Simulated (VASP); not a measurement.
Set up this calculation in VASP 6.6.1, as the native input.

* Task: single point
* Functional: PBE
* Potentials or basis: VASP PAW PBE potentials, release 64 (Sc_sv, W_sv)
* Cutoff: 520 eV
* k mesh: 4 × 4 × 4
* Occupations: gaussian, width 0.1 eV
* Spin: no spin polarisation
* Dipole correction: no
* Further INCAR settings: ALGO = Normal; EDIFF = 1e-07; NBANDS = 44

The structure of Sc5W lies in POSCAR:

```
Sc5W
1.0
    0.0000000000      3.9453488500      3.9453488500
    3.9453488500      0.0000000000      3.9453488500
    3.9453488500      3.9453488500      0.0000000000
Sc W
5 1
Direct
    0.2500000000      0.2500000000      0.2500000000
    0.1250000000      0.6250000000      0.6250000000
    0.6250000000      0.6250000000      0.6250000000
    0.6250000000      0.1250000000      0.6250000000
    0.6250000000      0.6250000000      0.1250000000
    0.0000000000      0.0000000000      0.0000000000
```

One way to write it, as run:

INCAR

```
SYSTEM = Sc5W
PREC = Accurate
ENCUT = 520
EDIFF = 1E-7
ISMEAR = 0
SIGMA = 0.1
LREAL = .False.
LASPH = .True.
NELM = 100
ALGO = Normal
ISIF = 2
LWAVE = .False.
LCHARG = .False.
GGA = PE
NBANDS = 44
```

KPOINTS

```
Automatic mesh
0
Gamma
  4 4 4
  0 0 0
```

Potentials or basis: VASP PAW PBE potentials, release 64 (Sc_sv, W_sv).

Run with:

```console
$ cat potpaw_PBE.64/Sc_sv/POTCAR potpaw_PBE.64/W_sv/POTCAR > POTCAR
$ mpirun -np 1 vasp_std > vasp.out
```

It gave:

| Quantity | Value |
| --- | --- |
| Pressure | 5.5 GPa |

Run time: 97 s on 1 thread of AMD EPYC 7R43 64-Core Processor (Zen 3) (shared host), peak memory 0.22 GiB.
